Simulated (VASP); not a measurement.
# CsI: single point with r2SCAN

Crystal: CsI.

```xyz
2
Lattice="4.6081 0.0000 0.0000 0.0000 4.6081 0.0000 0.0000 0.0000 4.6081" Properties=species:S:1:pos:R:3 pbc="T T T"
Cs    0.0000    0.0000    0.0000
I     2.3040    2.3040    2.3040
```

```
Program                : VASP 6.6.1
Task                   : single point
Functional             : r2SCAN
Potentials or basis    : VASP PAW PBE potentials, release 64 (Cs_sv, I)
Cutoff                 : 550 eV
k mesh                 : 6 × 6 × 6
Occupations            : gaussian, width 0.01 eV
Spin                   : no spin polarisation
Dipole correction      : no
Further INCAR settings : ALGO = Normal; EDIFF = 1e-06; NBANDS = 15
```

| Item | Value |
| --- | --- |
| Pressure | 0.1 GPa |
| Band gap on the k mesh | 4.50 eV (least direct gap 4.59 eV) |

Levels at points of the mesh, in eV from the valence-band top:
```csv
k point,band 5,band 6,band 7,band 8,band 9,band 10,band 11,band 12
"(0.00, 0.00, 0.00)",-7.33,-0.09,-0.09,-0.09,4.50,4.65,4.65,8.35
"(0.50, 0.00, 0.00)",-7.27,-1.49,-0.22,-0.22,5.67,7.03,7.22,7.36
"(0.50, 0.50, 0.00)",-7.23,-0.86,-0.86,0.00,4.76,5.50,6.67,6.67
"(0.50, 0.50, 0.50)",-7.56,-1.25,-1.25,-1.25,7.66,7.66,7.66,8.40
```

Wall time 2.2 min on 1 thread of Intel Xeon 8259CL, with other jobs on the host, peak memory 0.23 GiB.

Caveat: the PAW data sets were made with another functional, which shifts forces and pressure a little; spin-orbit coupling is left out, which moves the levels of the heavy elements. A k mesh can miss the band edges.
